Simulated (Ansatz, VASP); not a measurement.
**SiC: VASP beside Ansatz**

```xyz
4
Lattice="3.0760 0.0000 0.0000 -1.5380 2.6639 0.0000 0.0000 0.0000 5.0480" Properties=species:S:1:pos:R:3 pbc="T T T"
Si    1.5380    0.8880    2.5240
Si    0.0000    1.7759    0.0000
C     1.5380    0.8880    4.4675
C     0.0000    1.7759    1.9435
```

Alike in both runs: functional r2SCAN0; k mesh 5 × 5 × 3; occupations fermi-dirac, width 0.05 eV; no spin polarisation.

|  | VASP | Ansatz |
| --- | --- | --- |
| version | VASP 6.6.1 | Ansatz 0.2.0 |
| potentials or method | VASP PAW PBE potentials, release 64 (Si, C) | Ansatz PAW |
| plane-wave cutoff (eV) | 520 | 500 |
| valence electrons in the cell | 16 | 16 |
| task | single point | band structure |

Ansatz gave:

| Property | Result |
| --- | --- |
| gap on the k mesh at the Fermi level (eV) | 4.75 |
| pressure (GPa) | -3.0 |
| traceless stress, the component that is largest in VASP (GPa) | -3.03 |
| rms of the force components (eV/Å) | 0.444 |

Q: What did VASP give for the same quantities?

A: gap on the k mesh at the Fermi level (eV): 4.79; pressure (GPa): -3.5; traceless stress, the component that is largest in VASP (GPa): -2.93; rms of the force components (eV/Å): 0.444.

VASP's potentials were made for PBE, not for r2SCAN0. Atom by atom the forces differ by 0.001 eV/Å (rms over components).

The k mesh is coarse, so the values compare programs but aren't converged.
